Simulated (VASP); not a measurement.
Input of a VASP 6.6.1 run:

The input INCAR:

```
PREC = Accurate ; ENCUT = 500
EDIFF = 1E-6 ; ISMEAR = -1
SIGMA = 0.05 ; LREAL = F
LASPH = T ; NELM = 120
ALGO = Normal ; ISIF = 2
LWAVE = F ; LCHARG = F
GGA = PE ; NBANDS = 16
GGA_COMPAT = F
```

Contents of KPOINTS:

```
regular mesh
0
Gamma
  6 6 6
```

File POSCAR:

```
AgCl
1.0
    0.0410250000      2.7350000000      2.7350000000
    2.7350000000      0.0410250000      2.7350000000
    2.7760250000      2.7760250000      0.0000000000
Ag Cl
1 1
Direct
    0.0000000000      0.0000000000      0.0000000000
    0.5000000000      0.5000000000      0.5000000000
```

Potentials or basis: VASP PAW PBE potentials, release 64 (Ag, Cl).

Command:

```sh
$ cat potpaw_PBE.64/Ag/POTCAR potpaw_PBE.64/Cl/POTCAR > POTCAR
$ mpirun -np 1 vasp_std > vasp.out
```

(1) Estimate the band gap on the k mesh.

(2) Predict the pressure.

Answers

(1) 0.87 eV (least direct gap 3.32 eV).

(2) 3.8 GPa.

Caveat: the cell stands under pressure.
